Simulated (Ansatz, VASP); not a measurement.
# Two plane-wave programs on AsRu

```xyz
2
Lattice="0.0000 2.4046 2.4046 2.4046 0.0000 2.4046 2.4046 2.4046 0.0000" Properties=species:S:1:pos:R:3 pbc="T T T"
Ru    0.0000    0.0000    0.0000
As    2.4046    2.4046    2.4046
```

Change from the starting cell: volume scaled by 0.904, to set the pressure.

Alike in both runs: task single point; functional LDA; k mesh 14 × 14 × 14; occupations fermi-dirac, width 0.08 eV; no spin polarisation.

|  | VASP | Ansatz |
| --- | --- | --- |
| version | VASP 6.6.1 | Ansatz 0.2.0 |
| potentials or method | VASP PAW LDA potentials, release 64 (Ru_pv, As) | PAW with Ansatz's default frozen-core files, scalar-relativistic |
| plane-wave cutoff (eV) | 500 | 420 |
| valence electrons in the cell | 19 | 31 |

|  | VASP | Ansatz | Ansatz less VASP |
| --- | --- | --- | --- |
| pressure (GPa) | 26.0 | 24.8 | -1.20 |

LDA's correlation is that of Perdew and Zunger in VASP and of Perdew and Wang (1992) in Ansatz. VASP's potentials hold 19 valence electrons a cell and Ansatz's 31, so a difference there can come from the potentials and not from the codes.
